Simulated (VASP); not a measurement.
## Si2Ni: single point with PBE+U

The system is Si2Ni.

```
CELL_PARAMETERS angstrom
0.00000 2.72517 2.72517
2.72517 0.00000 2.72517
2.72517 2.72517 0.00000
ATOMIC_POSITIONS crystal
Ni 0.00000 0.00000 0.00000
Si 0.75000 0.75000 0.75000
Si 0.25000 0.25000 0.25000
```

```yaml
Program: VASP 6.6.1
Task: single point
Functional: PBE
Potentials_or_basis: VASP PAW PBE potentials, release 64 (Ni_sv_GW, Si)
Cutoff: 590 eV
k_mesh: 9 × 9 × 9
Occupations: fermi-dirac, width 0.05 eV
Spin: collinear spin, ferromagnetic start
Starting_moments: "[1.0, 0.0, 0.0] μB"
Hubbard_terms: Ni d U = 1.0 eV
Dipole_correction: no
Second_run: valence_matched
Further_INCAR_settings: ALGO = Normal; EDIFF = 1e-06; NBANDS = 24
```

* Pressure: -1.1 GPa
* Band gap on the k mesh: zero (filled and empty bands overlap)
* Net moment: 0.00 μB per cell
* Valence electrons inside the program's atomic spheres: Ni 16.60; Si 1.57

Levels at points of the mesh, in eV from the Fermi level:
Spin up:
| k point | band 9 | band 10 | band 11 | band 12 | band 13 | band 14 | band 15 | band 16 | band 17 | band 18 |
| --- | --- | --- | --- | --- | --- | --- | --- | --- | --- | --- |
| (0.00, 0.00, 0.00) | -3.47 | -3.47 | -0.50 | 1.68 | 1.68 | 1.68 | 2.32 | 2.32 | 2.32 | 4.66 |
Spin down:
```csv
k point,band 11,band 12,band 13,band 14,band 15,band 16
"(0.00, 0.00, 0.00)",-0.50,1.68,1.68,1.68,2.32,2.32
```

Eigenvalues of the final occupation matrices:
| site | spin | trace | eigenvalues |
| --- | --- | --- | --- |
| site 1 d | 1 | 3.95 | 0.76 0.76 0.76 0.83 0.83 |
| site 1 d | 2 | 3.95 | 0.76 0.76 0.76 0.83 0.83 |

Run time: 2.9 min on 1 thread of Intel(R) Xeon(R) Platinum 8375C CPU @ 2.90GHz (Ice Lake), on a shared host, peak memory 0.25 GiB.

Caveat: the U is typed as a test and isn't derived for this compound. The state reached can hang on the start; a lower one may exist.
